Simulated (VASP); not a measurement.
# Li2RuN2: single point with PBEsol

The system is Li2RuN2.

```xyz
5
Lattice="3.0200 0.0000 0.0000 -1.5100 2.6154 0.0000 0.0000 0.0000 4.9191" Properties=species:S:1:pos:R:3 pbc="T T T"
Li    1.5100    0.8718    1.8143
Li    0.0000    1.7436    3.1048
Ru    0.0000    0.0000    0.0000
N     1.5100    0.8718    3.8170
N     0.0000    1.7436    1.1021
```

| Property | Result |
| --- | --- |
| Program | VASP 6.6.1 |
| Task | single point |
| Functional | PBEsol |
| Potentials or basis | VASP PAW PBE potentials, release 64 (Li_sv, Ru_pv, N) |
| Cutoff | 520 eV |
| k mesh | 8 × 8 × 4 |
| Occupations | fermi-dirac, width 0.05 eV |
| Spin | no spin polarisation |

```
Largest force          : 0.045 eV/Å
Band gap on the k mesh : zero (band 15 reaches 8.86 eV, above the bottom of band 16 at 8.22 eV)
```

Forces in eV/Å, atoms in the order of the input:
```
Li   0.000  0.000  0.024
Li   0.000  0.000 -0.024
Ru   0.000  0.000  0.000
N    0.000  0.000  0.045
N    0.000  0.000 -0.045
```

Levels at points of the mesh, in eV from the Fermi level:
```
           k point  band 12  band 13  band 14  band 15  band 16  band 17  band 18  band 19
(0.00, 0.00, 0.00)    -2.15    -1.58    -1.53    -1.53    -0.57     3.29     3.29     5.67
(0.50, 0.00, 0.00)    -3.29    -3.09    -1.73    -0.61     0.20     3.75     3.87     6.91
(0.00, 0.00, 0.50)    -2.18    -2.18    -1.79    -1.79     0.40     3.80     3.80     6.35
(0.50, 0.00, 0.50)    -2.78    -2.46    -2.13    -0.61     0.14     3.14     4.11     4.14
```

It took 28 s on 1 thread of Intel(R) Xeon(R) Platinum 8259CL CPU @ 2.50GHz (Skylake/Cascade Lake), on a shared host, peak memory 0.17 GiB.

Caveat: the PAW data sets were made with another functional, which shifts forces and pressure a little.
